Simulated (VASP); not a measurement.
Sc, 1 atom in the cell. The structure is cubic, space group Fm-3m (No. 225). The conventional cell has a = 4.825 Å, b = 4.825 Å, c = 4.825 Å, α = 90.00°, β = 90.00°, γ = 90.00°. Within 4.5 Å of Sc (site symmetry m-3m) lie 12 Sc at 3.41 Å. This isn't the form of Sc at room conditions, which is hcp.

| Quantity | Value |
| --- | --- |
| Program | VASP 6.6.1 |
| Task | single point |
| Functional | BLYP |
| Potentials or basis | VASP PAW PBE potentials, release 64 (Sc_sv) |
| Cutoff | 520 eV |
| k mesh | 13 × 13 × 13 |
| Occupations | fermi-dirac, width 0.1 eV |
| Spin | no spin polarisation |
| Dipole correction | no |
| Further INCAR settings | ALGO = Normal; EDIFF = 1e-07; NBANDS = 12 |

Potentials or basis: VASP PAW PBE potentials, release 64 (Sc_sv).

Run with:

```bash
$ cat potpaw_PBE.64/Sc_sv/POTCAR > POTCAR
$ mpirun -np 1 vasp_std > vasp.out
```

Hardware: 1 thread of AMD EPYC 7R13 Processor (Zen 3), with other jobs on the host.

Q: How long does it take, and how much memory?

A: It took 31 s on 1 thread of AMD EPYC 7R13 Processor (Zen 3) (shared host), peak memory 0.14 GiB. Counts: scf iterations 13, k points 84.
